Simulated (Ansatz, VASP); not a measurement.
CeHf3O8: VASP beside Ansatz

```xyz
12
Lattice="3.8367 -3.5482 0.0000 3.8367 3.5482 0.0000 -0.2740 0.0000 5.3634" Properties=species:S:1:pos:R:3 pbc="T T T"
Ce    3.7191    0.0000    2.5919
Hf    1.8570   -1.7962    5.3069
Hf    1.8570    1.7962    5.3069
Hf   -0.0768    0.0000    2.9352
O     5.2499    0.0000    0.8626
O     1.9240    0.0000    0.9856
O     3.7402   -1.8260    4.3581
O     3.7402    1.8260    4.3581
O     1.7944    0.0000    3.7925
O     5.7192    0.0000    3.7784
O     3.4485    2.0226    1.6309
O     3.4485   -2.0226    1.6309
```

Change from the starting cell: the structure that the rattled cell fell into.

Alike in both runs: task single point; functional PBE; k mesh 4 × 4 × 4; occupations gaussian, width 0.1 eV; no spin polarisation.

```csv
,VASP,Ansatz
version,VASP 6.6.1,Ansatz 0.2.0
potentials or method,"VASP PAW PBE potentials, release 64 (Ce, Hf_pv, O), cutoff 520 eV","scalar-relativistic, plane waves, PAW"
valence electrons in the cell,90,138
```

```csv
,VASP,Ansatz,Ansatz less VASP
gap on the k mesh at the Fermi level (eV),1.85,1.89,+0.044
least direct gap on the mesh (eV),1.92,1.96,+0.042
pressure (GPa),-1.2,0.9,+2.11
"traceless stress, the component that is largest in VASP (GPa)",-0.61,-0.48,+0.123
rms of the force components (eV/Å),0.074,0.050,-0.0242
```

Atom by atom the forces differ by 0.058 eV/Å (rms over components). VASP's potentials hold 90 valence electrons a cell and Ansatz's 138, so a difference there can come from the potentials and not from the codes.

Spin-orbit coupling is off throughout.
